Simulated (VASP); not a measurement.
# Sn: single point with PBE

Crystal: Sn.

```
CELL_PARAMETERS angstrom
0.00000 3.23334 3.23334
3.23334 0.00000 3.23334
3.23334 3.23334 0.00000
ATOMIC_POSITIONS crystal
Sn 0.00000 0.00000 0.00000
Sn 0.25000 0.25000 0.25000
```

```yaml
Program: VASP 6.6.1
Task: single point
Functional: PBE
Potentials_or_basis: VASP PAW PBE potentials, release 64 (Sn_d)
Cutoff: 520 eV
k_mesh: 6 × 6 × 6
Occupations: methfessel-paxton, width 0.01 eV
Spin: no spin polarisation
Dipole_correction: no
Further_INCAR_settings: ALGO = Normal; EDIFF = 1e-06; NBANDS = 21
```

| Quantity | Value |
| --- | --- |
| Pressure | 3.8 GPa |
| Band gap on the k mesh | zero (band 14 reaches 5.85 eV, above the bottom of band 15 at 5.77 eV) |

Levels at points of the mesh, in eV from the Fermi level:
| k point | band 10 | band 11 | band 12 | band 13 | band 14 | band 15 | band 16 | band 17 | band 18 | band 19 |
| --- | --- | --- | --- | --- | --- | --- | --- | --- | --- | --- |
| (0.00, 0.00, 0.00) | -21.33 | -10.69 | -0.58 | 0.07 | 0.07 | 0.07 | 2.15 | 2.15 | 2.15 | 5.02 |
| (0.50, 0.00, 0.00) | -21.28 | -9.05 | -6.35 | -1.15 | -1.15 | 0.00 | 3.22 | 3.22 | 5.63 | 8.55 |
| (0.50, 0.50, 0.00) | -21.26 | -7.56 | -7.56 | -2.51 | -2.51 | 0.80 | 0.80 | 7.78 | 7.78 | 9.38 |

It took 12 s on 1 thread of Intel Xeon 6975P-C (shared host), peak memory 0.2 GiB.

Caveat: spin-orbit coupling is left out, which moves the levels of the heavy elements.
